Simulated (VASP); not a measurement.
A run of VASP 6.6.1:

File INCAR:

```
PREC = Accurate
ENCUT = 520
EDIFF = 1E-8
ISMEAR = -1
SIGMA = 0.03
LREAL = False
LASPH = True
NELM = 80
ALGO = Normal
ISIF = 2
LWAVE = False
LCHARG = False
GGA = PE
LEFG = True
NBANDS = 22
```

File KPOINTS:

```
regular mesh
0
Gamma
  11 11 11
```

POSCAR

```
Bi
1.0
    2.2577441873      1.3035092143      3.9274622876
   -2.2577441873      1.3035092143      3.9274622876
    0.0000000000     -2.6070184286      3.9274622876
Bi
2
Direct
    0.2338900000      0.2338900000      0.2338900000
    0.7661100000      0.7661100000      0.7661100000
```

Potentials or basis: VASP PAW PBE potentials, release 64 (Bi_d).

Command:

```sh
$ cat potpaw_PBE.64/Bi_d/POTCAR > POTCAR
$ mpirun -np 1 vasp_std > vasp.out
```

Hardware: 1 thread of Intel(R) Xeon(R) Platinum 8488C (Sapphire Rapids), with other jobs on the host.

Question: Estimate the wall time of this run.

Answer: Wall time 2 min on 1 thread of Intel(R) Xeon(R) Platinum 8488C (Sapphire Rapids), on a shared host, peak memory 0.32 GiB. Counts: scf iterations 15, k points 146.
